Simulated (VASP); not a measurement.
Set up this calculation in VASP 6.6.1, as the native input.

| Property | Result |
| --- | --- |
| Task | single point |
| Functional | LDA |
| Potentials or basis | VASP PAW LDA potentials, release 64 (Bi_d) |
| Cutoff | 520 eV |
| k mesh | 7 × 7 × 1 |
| Occupations | fermi-dirac, width 0.05 eV |
| Spin | no spin polarisation |
| Dipole correction | no |
| Further INCAR settings | ALGO = Normal; EDIFF = 1e-06; NBANDS = 30 |

The structure of Bi lies in POSCAR:

```
Bi
1.0
    4.5390002997      0.0000000000      0.0000000000
   -2.2695001498      3.9308895674      0.0000000000
    0.0000000000      0.0000000000     26.8290000000
Bi
3
Direct
    0.3333333333      0.6666666666      0.2795482500
    0.6666666667      0.3333333334      0.5000000000
    0.3333333333      0.6666666666      0.7204517500
```

The input as run:

INCAR

```
SYSTEM = Bi
PREC = Accurate ; ENCUT = 520
EDIFF = 1E-6 ; ISMEAR = -1
SIGMA = 0.05 ; LREAL = .False.
LASPH = .True. ; NELM = 100
ALGO = Normal ; ISIF = 2
LWAVE = .False. ; LCHARG = .True.
LELF = .True. ; LVHAR = .True.
NBANDS = 30
```

KPOINTS

```
regular mesh
0
Gamma
  7 7 1
  0 0 0
```

Potentials or basis: VASP PAW LDA potentials, release 64 (Bi_d).

Launch:

```bash
$ cat potpaw_LDA.64/Bi_d/POTCAR > POTCAR
$ mpirun -np 1 vasp_std > vasp.out
```

It gave:

```json
{"Largest force": "0.050 eV/Å"}
```

Wall time 2.3 min on 1 thread of Intel(R) Xeon(R) Platinum 8488C (Sapphire Rapids), with other jobs on the host, peak memory 0.43 GiB.
